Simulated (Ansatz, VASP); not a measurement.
GaAs in VASP and in Ansatz

```xyz
2
Lattice="0.0000 2.8268 2.8268 2.8268 0.0000 2.8268 2.8268 2.8268 0.0000" Properties=species:S:1:pos:R:3 pbc="T T T"
Ga    0.0000    0.0000    0.0000
As    4.2403    4.2403    4.2403
```

Alike in both runs: task electric field gradients; functional LDA; k mesh 11 × 11 × 11; occupations fermi-dirac, width 0.05 eV; no spin polarisation.

|  | VASP | Ansatz |
| --- | --- | --- |
| version | VASP 6.6.1 | Ansatz 0.2.0 |
| potentials or method | VASP PAW LDA potentials, release 64 (Ga_d, As) | PAW with Ansatz's default frozen-core files, scalar-relativistic |
| plane-wave cutoff (eV) | 520 | 420 |
| valence electrons in the cell | 18 | 28 |

```tsv
	VASP	Ansatz	Ansatz less VASP
pressure (GPa)	-1.6	-1.9	-0.28
```

LDA's correlation is that of Perdew and Zunger in VASP and of Perdew and Wang (1992) in Ansatz. VASP's potentials hold 18 valence electrons a cell and Ansatz's 28, so a difference there can come from the potentials and not from the codes.
